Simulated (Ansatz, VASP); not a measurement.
**Rh in VASP and in Ansatz**

```
Rh
1.0
     1.73887    1.00394    2.97667
    -1.73887    1.00394    2.97667
     0.00000   -2.00787    2.97667
Rh
2
Direct
  0.25002 0.25002 0.25002
  0.74998 0.74998 0.74998
```

Alike in both runs: functional PBEsol; k mesh 6 × 6 × 6; occupations gaussian, width 0.1 eV; no spin polarisation.

Ansatz relaxed the structure, and its values are those at the end. VASP's run is a single point on that final structure, the one shown.

|  | VASP | Ansatz |
| --- | --- | --- |
| version | VASP 6.6.1 | Ansatz 0.2.0 |
| potentials or method | VASP PAW PBE potentials, release 64 (Rh_pv), cutoff 500 eV | scalar-relativistic, plane waves, PAW |
| valence electrons in the cell | 30 | 34 |

```tsv
	VASP	Ansatz	Ansatz less VASP
gap on the k mesh at the Fermi level (eV)	none	none	-
pressure (GPa)	0.1	0.0	-0.04
```

VASP's potentials were made for PBE, not for PBEsol. A gap of «none» marks a metal or a gap that the smearing closes. VASP's potentials hold 30 valence electrons a cell and Ansatz's 34, so a difference there can come from the potentials and not from the codes.

The k mesh is coarse, so the values compare programs but aren't converged.
